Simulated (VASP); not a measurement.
# Se (P-3m1) in VASP: further runs, part 2 of 2

VASP 6.6.1. Earlier steps stand in the parts before.

## Step 3: Relaxation of cell and atoms, PBE+D3(BJ)

INCAR reads:

```
SYSTEM = Se
PREC = Accurate
ENCUT = 600
EDIFF = 1E-6
ISMEAR = 0
SIGMA = 0.1
LREAL = .False.
LASPH = .True.
NELM = 100
ALGO = Normal
ISIF = 3
LWAVE = .False.
LCHARG = .False.
GGA = PE
IVDW = 12
IBRION = 2
NSW = 90
EDIFFG = -0.04
```

KPOINTS reads:

```
regular mesh
0
Gamma
  6 6 4
  0 0 0
```

POSCAR reads:

```
Se
1.0
    3.7910914600      0.0000000000      0.0000000000
   -1.8955457300      3.2831815100      0.0000000000
    0.0000000000      0.0000000000      4.4338414900
Se
2
Direct
    0.6666666700      0.3333333300      0.1447775600
    0.3333333300      0.6666666700      0.8552224400
```

Potentials or basis: VASP PAW PBE potentials, release 64 (Se).

Run with:

```
cat potpaw_PBE.64/Se/POTCAR > POTCAR
mpirun -np 1 vasp_std > vasp.out
```

OUTCAR:

```text
SYSTEM = Se
   PREC = Accurate
   ENCUT = 600
   EDIFF = 1E-6
   ISMEAR = 0
   LREAL = .False.
   LASPH = .True.
   NELM = 100
   ISIF = 3
   GGA = PE
   IVDW = 12
   IBRION = 2
   NSW = 90
   EDIFFG = -0.04
 IVDW          = 12

 ion  position               nearest neighbor table
   1  0.667  0.333  0.145-   2 2.54   2 2.54   2 2.54
   2  0.333  0.667  0.855-   1 2.54   1 2.54   1 2.54

  LATTYP: Found a hexagonal cell.
 ALAT       =     3.7910914600
 C/A-ratio  =     1.1695422115

  Lattice vectors:

 A1 = (   3.7910914600,   0.0000000000,   0.0000000000)
 A2 = (  -1.8955457300,   3.2831815100,   0.0000000000)
 A3 = (   0.0000000000,   0.0000000000,   4.4338414900)

Analysis of symmetry for initial positions (statically):
=====================================================================
 Subroutine PRICEL returns:
 Original cell was already a primitive cell.

 Routine SETGRP: Setting up the symmetry group for a
 hexagonal supercell.

 Subroutine GETGRP returns: Found 12 space group operations
 (whereof 12 operations were pure point group operations)
 out of a pool of 24 trial point group operations.

The static configuration has the point symmetry D_3d.

Analysis of symmetry for dynamics (positions and initial velocities):
=====================================================================
 Subroutine PRICEL returns:
 Original cell was already a primitive cell.

 Routine SETGRP: Setting up the symmetry group for a
 hexagonal supercell.

 Subroutine GETGRP returns: Found 12 space group operations
 (whereof 12 operations were pure point group operations)
 out of a pool of 24 trial point group operations.

The dynamic configuration has the point symmetry D_3d.

 Subroutine INISYM returns: Found 12 space group operations
 (whereof 12 operations are pure point group operations),
 and found     1 'primitive' translations

----------------------------------------------------------------------------------------

                                     Primitive cell

  volume of cell :      55.1873

  direct lattice vectors                    reciprocal lattice vectors
     3.791091460  0.000000000  0.000000000     0.263776279  0.152291306  0.000000000
    -1.895545730  3.283181510  0.000000000     0.000000000  0.304582612  0.000000000
     0.000000000  0.000000000  4.433841490     0.000000000  0.000000000  0.225538058

  length of vectors
     3.791091460  3.791091458  4.433841490     0.304582612  0.304582612  0.225538058

  position of ions in fractional coordinates (direct lattice)
     0.666666670  0.333333330  0.144777560
     0.333333330  0.666666670  0.855222440

  ion indices of the primitive-cell ions
   primitive index   ion index
                 1           1
                 2           2

----------------------------------------------------------------------------------------

 KPOINTS: regular mesh

Automatic generation of k-mesh.
 Grid dimensions read from file:
 generate k-points for:    6    6    4

 Generating k-lattice:

  Cartesian coordinates                     Fractional coordinates (reciprocal lattice)
     0.043962713  0.025381884  0.000000000     0.166666667  0.000000000  0.000000000
     0.000000000  0.050763769  0.000000000     0.000000000  0.166666667  0.000000000
     0.000000000  0.000000000  0.056384515     0.000000000  0.000000000  0.250000000

  Length of vectors
     0.050763769  0.050763769  0.056384515

  Shift w.r.t. Gamma in fractional coordinates (k-lattice)
     0.000000000  0.000000000  0.000000000

 Subroutine IBZKPT returns following result:
 ===========================================

 Found     24 irreducible k-points:

 Following reciprocal coordinates:
            Coordinates               Weight
  0.000000  0.000000  0.000000      1.000000
  0.166667  0.000000  0.000000      6.000000
  0.333333  0.000000  0.000000      6.000000
  0.500000 -0.000000  0.000000      3.000000
  0.166667  0.166667  0.000000      6.000000
  0.333333  0.166667  0.000000     12.000000
[... 16 lines left out ...]
  0.333333  0.166667  0.500000     12.000000
  0.333333  0.333333  0.500000      2.000000
   k-points           NKPTS =     24   k-points in BZ     NKDIM =     24   number of bands    NBANDS=     10
   number of dos      NEDOS =    301   number of ions     NIONS =      2
   total plane-waves  NPLWV =  32400
   dimension x,y,z NGX =    30 NGY =   30 NGZ =   36
   dimension x,y,z NGXF=    60 NGYF=   60 NGZF=   72
   ions per type =               2
   NGX,Y,Z   is equivalent  to a cutoff of  13.16, 13.16, 13.50 a.u.
   NGXF,Y,Z  is equivalent  to a cutoff of  26.31, 26.31, 27.00 a.u.
 SYSTEM =  Se
   PREC   = accura    normal or accurate (medium, high low for compatibility)
   ISTART =      0    job   : 0-new  1-cont  2-samecut
   ICHARG =      2    charge: 1-file 2-atom 10-const
   ISPIN  =      1    spin polarized calculation?
   LNONCOLLINEAR =      F non collinear calculations
   LSORBIT =      F    spin-orbit coupling
   LASPH  =      T    aspherical Exc in radial PAW
   ENCUT  =  600.0 eV  44.10 Ry    6.64 a.u.   7.57  7.57  8.86*2*pi/ulx,y,z
   NELM   =    100;   NELMIN=  2; NELMDL= -5     # of ELM steps
   EDIFF  = 0.1E-05   stopping-criterion for ELM
   LREAL  =      F    real-space projection
   EDIFFG = -.4E-01   stopping-criterion for IOM
   NSW    =     90    number of steps for IOM
   IBRION =      2    ionic relax: 0-MD 1-quasi-New 2-CG
   NFREE  =      1    steps in history (QN), initial steepest desc. (CG)
   ISIF   =      3    stress and relaxation
   ISYM   =      2    0-nonsym 1-usesym 2-fastsym
   POTIM  = 0.5000    time-step for ionic-motion
   TEBEG  =    0.0;   TEEND  =   0.0 temperature during run
   PSTRESS=    0.0 pullay stress
   NELECT =      12.0000    total number of electrons
   NUPDOWN=      -1.0000    fix difference up-down
   EMIN   =  10.00;   EMAX   =-10.00  energy-range for DOS
   EFERMI =   0.00;   METHOD = LEGACY
   ISMEAR =     0;   SIGMA  =   0.10  broadening in eV -4-tet -1-fermi 0-gaus
   EFERMI_NEDOS =   21; number of points for ismear=-14 and -15
   IALGO  =     38    algorithm
   IMIX   =      4    mixing-type and parameters
     AMIX     =   0.40;   BMIX     =  1.00
     AMIX_MAG =   1.60;   BMIX_MAG =  1.00
  volume/ion in A,a.u.               =      27.59       186.21
  Fermi-wavevector in a.u.,A,eV,Ry     =   0.984439  1.860320 13.185680  0.969120
  Thomas-Fermi vector in A             =   2.115672
   LORBIT       =      0    0 simple, 1 ext, 2 COOP (PROOUT), +10 PAW based schemes
   GGA     = PE    functional components
   LHFCALC =     F    Hartree Fock is set to
   AEXX    =    0.0000 exact exchange contribution
   IVDW    =    12    specifies the selected vdW correction
   LEPSILON=     F    determine dielectric tensor
   LRPA    =     F    only Hartree local field effects (RPA)
 conjugate gradient relaxation of ions
 non-spin polarized calculation
 Gauss-broadening in eV      SIGMA  =   0.10
  energy-cutoff  :      600.00
  volume of cell :       55.19
 maximum number of plane-waves:      1866
   NGX = 15   NGY = 15   NGZ = 17

--------------------------------------- Ionic step        1  -------------------------------------------

 number of electron      12.0000002 magnetization

 Free energy of the ion-electron system (eV)
  ---------------------------------------------------
  ext. energy  EPLUGINS =         0.00000000
  ---------------------------------------------------
  free energy    TOTEN  =        -5.65764675 eV

  energy without entropy =       -5.65360402  energy(sigma->0) =       -5.65562539

------------------------ aborting loop because EDIFF is reached ----------------------------------------

 Edisp (eV)   -0.61824

 E8    (eV) :    -0.2538
[... 105 lines left out ...]
  FREE ENERGIE OF THE ION-ELECTRON SYSTEM (eV)
  ---------------------------------------------------
  free  energy   TOTEN  =        -6.3599075721 eV

  energy  without entropy=       -6.3495346648  energy(sigma->0) =       -6.35472112

[... ionic steps 4 to 26 ...]

--------------------------------------- Ionic step       27  -------------------------------------------

 number of electron      12.0000002 magnetization

------------------------ aborting loop because EDIFF is reached ----------------------------------------
[... 75 lines left out ...]
--------------------------------------- Ionic step       29  -------------------------------------------

 number of electron      12.0000003 magnetization

 Free energy of the ion-electron system (eV)
  ---------------------------------------------------
  ext. energy  EPLUGINS =         0.00000000
  ---------------------------------------------------
  free energy    TOTEN  =        -6.39203388 eV

  energy without entropy =       -6.38757861  energy(sigma->0) =       -6.38980624

 E-fermi :   2.1299     XC(G=0):  -8.1039

 val. band max:        2.0806613737   @ k =   0.0000   0.0000   0.2500
 cond. band min:       2.1441382722   @ k =   0.0000   0.0000   0.5000
 fundamental gap:      0.0634768985
 Fermi energy:         2.1298878291

 k-point     1 :       0.0000    0.0000    0.0000
  band No.  band energies     occupation
      1     -13.6329      2.00000
      2      -8.0835      2.00000
      3      -2.4463      2.00000
      4      -2.4463      2.00000
      5      -0.2225      2.00000
      6       1.4594      2.00000
      7       2.0147      1.89681
      8       2.0147      1.89680
      9       6.8179      0.00000
     10       9.6168      0.00000
[... 330 lines left out ...]
  FREE ENERGIE OF THE ION-ELECTRON SYSTEM (eV)
  ---------------------------------------------------
  free  energy   TOTEN  =        -6.9189215927 eV

  energy  without entropy=       -6.9144663201  energy(sigma->0) =       -6.91669396

 reached required accuracy - stopping structural energy minimisation
```

It took 3.6 min on 1 thread of Intel Xeon Platinum 8375C at 2.90GHz (Ice Lake), shared host; peak memory 0.19 GiB.

Results:

* Free energy: -6.9189 eV
* Relaxed volume: 31.53 Å³/atom
* Relaxed cell: a = 4.257 Å, b = 4.257 Å, c = 4.018 Å, α = 90.00°, β = 90.00°, γ = 120.00°
* Space group after relaxing (to 0.05 Å): P-3m1 (No. 164)
* Energy gained by relaxing: 321.5 meV/atom
* Ionic steps: 29
* Pressure after relaxing: 0.0 GPa
* Largest force after relaxing: 0.020 eV/Å
* Band gap on the k mesh: zero (band 6 reaches 2.66 eV, above the bottom of band 7 at 2.01 eV)
* Dispersion energy per atom: -0.263 eV

Forces on the atoms (eV/Å):
```
Se   0.000  0.000  0.020
Se   0.000  0.000 -0.020
```

Stress tensor (GPa, compression positive):
```
-0.01  0.00  0.00
 0.00 -0.01  0.00
 0.00  0.00  0.12
```

Step by step:
| step | energy change (eV) | largest force (eV/Å) | pressure (GPa) | volume (Å³) |
| --- | --- | --- | --- | --- |
| 1 | 0.0000 | 0.5452 | 1.83 | 55.19 |
| 2 | -0.0800 | 0.2336 | -1.82 | 57.68 |
| 3 | -0.0840 | 0.4094 | -2.64 | 58.40 |
| 4 | -0.1630 | 0.5159 | -2.61 | 57.45 |
| 5 | -0.2662 | 0.5134 | -1.95 | 53.97 |
| 6 | -0.2723 | 0.5400 | -2.39 | 54.99 |
| 7 | -0.3067 | 0.3842 | 0.82 | 52.32 |
| 8 | -0.3068 | 0.3774 | 0.98 | 52.20 |
| 9 | -0.3342 | 0.6972 | 1.80 | 52.44 |
| 10 | -0.4545 | 0.7279 | 3.30 | 53.17 |
| 11 | -0.5231 | 0.4158 | 4.52 | 54.62 |
| 12 | -0.5351 | 0.1228 | 4.31 | 54.24 |
| 13 | -0.5425 | 0.1675 | 4.03 | 54.63 |
| 14 | -0.5563 | 0.2958 | 3.20 | 55.82 |
| 15 | -0.5519 | 0.3649 | 1.75 | 58.25 |
| 16 | -0.5571 | 0.4257 | 2.24 | 57.26 |
| 17 | -0.5586 | 0.3679 | 2.71 | 56.54 |
| 18 | -0.5678 | 0.3223 | 2.41 | 56.84 |
| 19 | -0.5903 | 0.1758 | 1.55 | 57.75 |
| 20 | -0.6122 | 0.1494 | -0.05 | 59.59 |
| 21 | -0.6127 | 0.2216 | -0.36 | 59.97 |
| 22 | -0.6208 | 0.2170 | -0.16 | 60.08 |
| 23 | -0.6317 | 0.2069 | 0.51 | 60.36 |
| 24 | -0.6349 | 0.1815 | 0.37 | 60.81 |
| 25 | -0.6410 | 0.1034 | -0.02 | 62.14 |
| 26 | -0.6387 | 0.0627 | -0.69 | 64.86 |
| 27 | -0.6424 | 0.0368 | -0.28 | 63.17 |
| 28 | -0.6429 | 0.0465 | 0.17 | 63.02 |
| 29 | -0.6430 | 0.0204 | 0.03 | 63.06 |

Final structure:
```yaml
crystal:
  lattice:
    - [4.25723, 0.00000, 0.00000]
    - [-2.12862, 3.68687, 0.00000]
    - [0.00000, 0.00000, 4.01785]
  atoms:
    - { symbol: Se, position: [0.66667, 0.33333, 0.08863] }
    - { symbol: Se, position: [0.33333, 0.66667, 0.91137] }
```
